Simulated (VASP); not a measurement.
A run of VASP 6.6.1 is set up as follows.

Contents of POSCAR:

```
BP
1.0
    0.0000000000      2.2456325213      2.2456325213
    2.2456325213      0.0000000000      2.2456325213
    2.2456325213      2.2456325213      0.0000000000
B P
1 1
Direct
    0.0000000000      0.0000000000      0.0000000000
    0.2500000000      0.2500000000      0.2500000000
```

INCAR.step1

```
SYSTEM = BP
  PREC = Accurate
  ENCUT = 520
  EDIFF = 1E-5
  ISMEAR = 0
  SIGMA = 0.01
  LREAL = .False.
  LASPH = .True.
  NELM = 60
  ALGO = Normal
  ISIF = 2
  LWAVE = .True.
  GGA = PE
  NBANDS = 11
```

File INCAR.step2:

```
SYSTEM = BP
  PREC = Accurate
  ENCUT = 520
  EDIFF = 1E-7
  ISMEAR = 0
  SIGMA = 0.01
  LREAL = .False.
  LASPH = .True.
  NELM = 60
  ALGO = Normal
  ISIF = 2
  LWAVE = .False.
  LCHARG = .True.
  GGA = PE
  LHFCALC = .True.
  HFSCREEN = 0.2079
  PRECFOCK = Normal
  LELF = .True.
  LVHAR = .True.
  ISTART = 1
  NBANDS = 11
```

Contents of KPOINTS:

```
regular mesh
0
Gamma
  6 6 6
  0 0 0
```

Potentials or basis: VASP PAW PBE potentials, release 64 (B, P).

Run with:

```bash
$ cat potpaw_PBE.64/B/POTCAR potpaw_PBE.64/P/POTCAR > POTCAR
$ cp INCAR.step1 INCAR
$ mpirun -np 1 vasp_std > vasp.out
$ cp INCAR.step2 INCAR
$ mpirun -np 1 vasp_std > vasp.out
```

Problem. Estimate the band gap on the k mesh.

Solution. 2.00 eV (least direct gap 4.39 eV).

Problem. Estimate the pressure.

Solution. 3.5 GPa.

Caveat: the cell differs from its parent crystal (strain -1.0%); the cell stands under pressure; the PAW data sets were made with another functional, which shifts forces and pressure a little. A k mesh can miss the band edges.
